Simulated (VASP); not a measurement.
# InP in VASP: further runs

The runs below take InP through single point, with LDA.

Program: VASP 6.6.1. These are calculated values, not measurements. Logs are shortened: lines on timing, memory, paths and dates and some standing lists are left out, and cuts for length are marked.

**1. The cell of the first run**

It takes space group I4/mmm (No. 139, tetragonal). The conventional cell has a = 4.038 Å, b = 4.038 Å, c = 5.653 Å, α = 90.00°, β = 90.00°, γ = 90.00°. In (site symmetry 4/mmm) has 6 P at 2.83 to 2.85 Å within 3.7 Å. P (site symmetry 4/mmm) has 6 In at 2.83 to 2.85 Å within 3.7 Å.

**2. Single point, LDA (zz strain of -1 %)**

Contents of INCAR:

```
SYSTEM = InP
PREC = Accurate
ENCUT = 520
EDIFF = 1E-7
ISMEAR = -1
SIGMA = 0.05
LREAL = .FALSE.
LASPH = .TRUE.
NELM = 60
ALGO = Normal
ISIF = 2
LWAVE = .FALSE.
LCHARG = .TRUE.
LELF = .TRUE.
LVHAR = .TRUE.
NBANDS = 16
```

Contents of KPOINTS:

```
Automatic mesh
0
G
  11 11 11
  0 0 0
```

Contents of POSCAR:

```
InP
1.0
    0.0000000000      2.8550000000      2.8264500000
    2.8550000000      0.0000000000      2.8264500000
    2.8550000000      2.8550000000      0.0000000000
In P
1 1
Direct
    0.0000000000      0.0000000000      0.0000000000
    0.5000000000      0.5000000000      0.5000000000
```

Potentials or basis: VASP PAW LDA potentials, release 64 (In_d, P).

Command:

```sh
$ cat potpaw_LDA.64/In_d/POTCAR potpaw_LDA.64/P/POTCAR > POTCAR
$ mpirun -np 1 vasp_std > vasp.out
```

OUTCAR:

```text
SYSTEM = InP
   PREC = Accurate
   ENCUT = 520
   EDIFF = 1E-7
   ISMEAR = -1
   LREAL = .FALSE.
   LASPH = .TRUE.
   NELM = 60
   ISIF = 2

 ion  position               nearest neighbor table
   1  0.000  0.000  0.000-   2 2.83   2 2.83   2 2.85   2 2.85   2 2.85   2 2.85
   2  0.500  0.500  0.500-   1 2.83   1 2.83   1 2.85   1 2.85   1 2.85   1 2.85

  LATTYP: Found a body centered tetragonal cell.
 ALAT       =     4.0375797206
 C/A-ratio  =     1.4000714267

  Lattice vectors:

 A1 = (   0.0000000000,  -2.8550000000,  -2.8264500000)
 A2 = (   0.0000000000,   2.8550000000,  -2.8264500000)
 A3 = (   2.8550000000,   0.0000000000,   2.8264500000)

Analysis of symmetry for initial positions (statically):
=====================================================================
 Subroutine PRICEL returns:
 Original cell was already a primitive cell.

 Routine SETGRP: Setting up the symmetry group for a
 body centered tetragonal supercell.

 Subroutine GETGRP returns: Found 16 space group operations
 (whereof 16 operations were pure point group operations)
 out of a pool of 16 trial point group operations.

The static configuration has the point symmetry D_4h.

Analysis of symmetry for dynamics (positions and initial velocities):
=====================================================================
 Subroutine PRICEL returns:
 Original cell was already a primitive cell.

 Routine SETGRP: Setting up the symmetry group for a
 body centered tetragonal supercell.

 Subroutine GETGRP returns: Found 16 space group operations
 (whereof 16 operations were pure point group operations)
 out of a pool of 16 trial point group operations.

The dynamic configuration has the point symmetry D_4h.

 Subroutine INISYM returns: Found 16 space group operations
 (whereof 16 operations are pure point group operations),
 and found     1 'primitive' translations

----------------------------------------------------------------------------------------

                                     Primitive cell

  volume of cell :      46.0769

  direct lattice vectors                    reciprocal lattice vectors
     0.000000000  2.855000000  2.826450000    -0.175131349  0.175131349  0.176900352
     2.855000000  0.000000000  2.826450000     0.175131349 -0.175131349  0.176900352
     2.855000000  2.855000000  0.000000000     0.175131349  0.175131349 -0.176900352

  length of vectors
     4.017442545  4.017442545  4.037579721     0.304361156  0.304361156  0.304361156

  position of ions in fractional coordinates (direct lattice)
     0.000000000  0.000000000  0.000000000
     0.500000000  0.500000000  0.500000000

  ion indices of the primitive-cell ions
   primitive index   ion index
[... 73 lines left out ...]
   NELM   =     60;   NELMIN=  2; NELMDL= -5     # of ELM steps
   EDIFF  = 0.1E-06   stopping-criterion for ELM
   LREAL  =      F    real-space projection
   EDIFFG = 0.1E-05   stopping-criterion for IOM
   NSW    =      0    number of steps for IOM
   IBRION =     -1    ionic relax: 0-MD 1-quasi-New 2-CG
   NFREE  =      0    steps in history (QN), initial steepest desc. (CG)
   ISIF   =      2    stress and relaxation
   ISYM   =      2    0-nonsym 1-usesym 2-fastsym
   POTIM  = 0.5000    time-step for ionic-motion
   TEBEG  =    0.0;   TEEND  =   0.0 temperature during run
   PSTRESS=    0.0 pullay stress
   NELECT =      18.0000    total number of electrons
   NUPDOWN=      -1.0000    fix difference up-down
   EMIN   =  10.00;   EMAX   =-10.00  energy-range for DOS
   EFERMI =   0.00;   METHOD = LEGACY
   ISMEAR =    -1;   SIGMA  =   0.05  broadening in eV -4-tet -1-fermi 0-gaus
   EFERMI_NEDOS =   21; number of points for ismear=-14 and -15
   IALGO  =     38    algorithm
   IMIX   =      4    mixing-type and parameters
     AMIX     =   0.40;   BMIX     =  1.00
     AMIX_MAG =   1.60;   BMIX_MAG =  1.00
  volume/ion in A,a.u.               =      23.04       155.47
  Fermi-wavevector in a.u.,A,eV,Ry     =   1.196753  2.261535 19.486502  1.432218
  Thomas-Fermi vector in A             =   2.332685
   LORBIT       =      0    0 simple, 1 ext, 2 COOP (PROOUT), +10 PAW based schemes
   GGA     = CA    functional components
   LHFCALC =     F    Hartree Fock is set to
   AEXX    =    0.0000 exact exchange contribution
   IVDW    =     0    specifies the selected vdW correction
   LEPSILON=     F    determine dielectric tensor
   LRPA    =     F    only Hartree local field effects (RPA)
 non-spin polarized calculation
  energy-cutoff  :      520.00
  volume of cell :       46.08
 maximum number of plane-waves:      1262
 NGX is ok and might be reduce to    30
   NGX = 15   NGY = 15   NGZ = 15

 number of electron      17.9999992 magnetization

 Free energy of the ion-electron system (eV)
  ---------------------------------------------------
  ext. energy  EPLUGINS =         0.00000000
  ---------------------------------------------------
  free energy    TOTEN  =        -9.11822960 eV

  energy without entropy =       -9.11048365  energy(sigma->0) =       -9.11435663

 E-fermi :   5.8543     XC(G=0): -10.2728

 val. band max:        5.8492930541   @ k =  -0.4545  -0.0000   0.0909
 cond. band min:       5.8722155098   @ k =  -0.0909  -0.0000   0.0909
 fundamental gap:      0.0229224557
 Fermi energy:         5.8543200220

 k-point     1 :       0.0000    0.0000    0.0000
  band No.  band energies     occupation
      1      -8.1831      2.00000
      2      -8.1818      2.00000
      3      -8.1641      2.00000
      4      -8.1641      2.00000
      5      -8.1603      2.00000
      6      -5.5529      2.00000
[... 433 lines left out ...]
      3      -8.1599      2.00000
      4      -8.1357      2.00000
      5      -8.1245      2.00000
      6      -4.5864      2.00000
[... 8 lines left out ...]
     15      15.5764      0.00000
     16      16.6531      0.00000

 [... further k-points ...]
[... 5 lines left out ...]
  --------------------------------------------------------------------------------------
  -------------------------------------------------------------------------------------
  Total       -2.7350877     -2.7350877     -2.5191608      0.0000000      0.0000000      0.0000000
  in kB      -95.1038949    -95.1038949    -87.5957325      0.0000000      0.0000000      0.0000000
  external PRESSURE =     -92.6011741 kB  Pullay stress =       0.0000000 kB

 VOLUME and BASIS-vectors are now :
 -----------------------------------------------------------------------------
  energy-cutoff  :      520.00
  volume of cell :       46.08
      direct lattice vectors                 reciprocal lattice vectors
     0.000000000  2.855000000  2.826450000    -0.175131349  0.175131349  0.176900352
     2.855000000  0.000000000  2.826450000     0.175131349 -0.175131349  0.176900352
     2.855000000  2.855000000  0.000000000     0.175131349  0.175131349 -0.176900352

 POSITION                                       TOTAL-FORCE (eV/Angst)
 -----------------------------------------------------------------------------------
      0.00000      0.00000      0.00000         0.000000      0.000000     -0.000000
      2.85500      2.85500      2.82645        -0.000000      0.000000      0.000000
 -----------------------------------------------------------------------------------
    total drift:                               -0.000000      0.000000      0.000000

  FREE ENERGIE OF THE ION-ELECTRON SYSTEM (eV)
  ---------------------------------------------------
  free  energy   TOTEN  =        -9.1182296029 eV

  energy  without entropy=       -9.1104836522  energy(sigma->0) =       -9.11435663
```

Run time: 100 s. Hardware: 1 thread of Intel Xeon 8259CL, shared host; peak memory 0.22 GiB.

What came out:

* Free energy: -9.1182 eV
* Pressure: -9.3 GPa
* Band gap on the k mesh: zero (bands 9 and 10 overlap by 2.39 eV)

Levels at points of the mesh, in eV from the Fermi level:
```tsv
k point	band 5	band 6	band 7	band 8	band 9	band 10	band 11	band 12	band 13	band 14
(0.00, 0.00, 0.00)	-14.01	-11.41	-0.26	-0.23	-0.17	-0.17	7.10	7.10	7.16	7.74
```

Caveat: the cell differs from its parent crystal (zz strain of -1 %); the cell stands under tension; spin-orbit coupling is left out, which moves the levels of the heavy elements.

**3. Single point, LDA (21.87 Å³/atom)**

This run uses another cell than the first one, of 21.87 Å³/atom.

Contents of INCAR:

```
PREC     = Accurate       # precision mode
ENCUT    = 520            # plane-wave cutoff, eV
EDIFF    = 1E-6           # SCF threshold, eV
ISMEAR   = -1             # smearing method
SIGMA    = 0.05           # smearing width, eV
LREAL    = False          # projectors in reciprocal space
LASPH    = True           # aspherical terms in the spheres
NELM     = 100            # most SCF steps
ALGO     = Normal         # electronic algorithm
ISIF     = 2              # what is computed and relaxed
LWAVE    = False          # write WAVECAR
LCHARG   = False          # write CHGCAR
GGA      = CA             # functional
NBANDS   = 16             # bands
```

Contents of KPOINTS:

```
Automatic mesh
0
Gamma
  11 11 11
```

Contents of POSCAR:

```
InP
1.0
    0.0000000000      2.7967183404      2.7967183404
    2.7967183404      0.0000000000      2.7967183404
    2.7967183404      2.7967183404      0.0000000000
In P
1 1
Direct
    0.0000000000      0.0000000000      0.0000000000
    0.5000000000      0.5000000000      0.5000000000
```

Potentials or basis: VASP PAW LDA potentials, release 64 (In_d, P).

Command:

```sh
$ cat potpaw_LDA.64/In_d/POTCAR potpaw_LDA.64/P/POTCAR > POTCAR
$ mpirun -np 1 vasp_std > vasp.out
```

OUTCAR:

```text
PREC = Accurate
   ENCUT = 520
   EDIFF = 1E-6
   ISMEAR = -1
   LREAL = False
   LASPH = True
   NELM = 100
   ISIF = 2
   GGA = CA

 ion  position               nearest neighbor table
   1  0.000  0.000  0.000-   2 2.80   2 2.80   2 2.80   2 2.80   2 2.80   2 2.80
   2  0.500  0.500  0.500-   1 2.80   1 2.80   1 2.80   1 2.80   1 2.80   1 2.80

  LATTYP: Found a face centered cubic cell.
 ALAT       =     5.5934366808

  Lattice vectors:

 A1 = (   0.0000000000,   2.7967183404,   2.7967183404)
 A2 = (   2.7967183404,   0.0000000000,   2.7967183404)
[... 625 lines left out ...]
      4      -7.5790      2.00000
      5      -7.5672      2.00000
      6      -4.2639      2.00000
[... 8 lines left out ...]
     15      16.3822      0.00000
     16      17.4471      0.00000

 [... further k-points ...]
[... 5 lines left out ...]
  --------------------------------------------------------------------------------------
  -------------------------------------------------------------------------------------
  Total       -1.8669645     -1.8669645     -1.8669645     -0.0000000      0.0000000     -0.0000000
  in kB      -68.3707677    -68.3707677    -68.3707677     -0.0000000      0.0000000     -0.0000000
  external PRESSURE =     -68.3707677 kB  Pullay stress =       0.0000000 kB

 VOLUME and BASIS-vectors are now :
 -----------------------------------------------------------------------------
  energy-cutoff  :      520.00
  volume of cell :       43.75
      direct lattice vectors                 reciprocal lattice vectors
     0.000000000  2.796718340  2.796718340    -0.178780964  0.178780964  0.178780964
     2.796718340  0.000000000  2.796718340     0.178780964 -0.178780964  0.178780964
     2.796718340  2.796718340  0.000000000     0.178780964  0.178780964 -0.178780964

 POSITION                                       TOTAL-FORCE (eV/Angst)
 -----------------------------------------------------------------------------------
      0.00000      0.00000      0.00000         0.000000      0.000000      0.000000
      2.79672      2.79672      2.79672         0.000000      0.000000      0.000000
 -----------------------------------------------------------------------------------
    total drift:                               -0.000000      0.000000      0.000000

  FREE ENERGIE OF THE ION-ELECTRON SYSTEM (eV)
  ---------------------------------------------------
  free  energy   TOTEN  =        -9.2362465071 eV

  energy  without entropy=       -9.2292878666  energy(sigma->0) =       -9.23276719
```

Run time: 30 s. Hardware: 1 thread of Intel Xeon 8259CL, shared host; peak memory 0.17 GiB.

What came out:

```yaml
Free_energy: -9.2362 eV
Pressure: -6.8 GPa
Band_gap_on_the_k_mesh: zero (bands 9 and 10 overlap by 2.54 eV)
```

Levels at points of the mesh, in eV from the Fermi level:
```
           k point  band 6  band 7  band 8  band 9  band 10  band 11  band 12  band 13
(0.00, 0.00, 0.00)  -11.77   -0.23   -0.23   -0.23     0.16     7.13     7.13     7.13
```

Caveat: the cell stands under tension; spin-orbit coupling is left out, which moves the levels of the heavy elements.

(Part 1 of 2 ends here.)
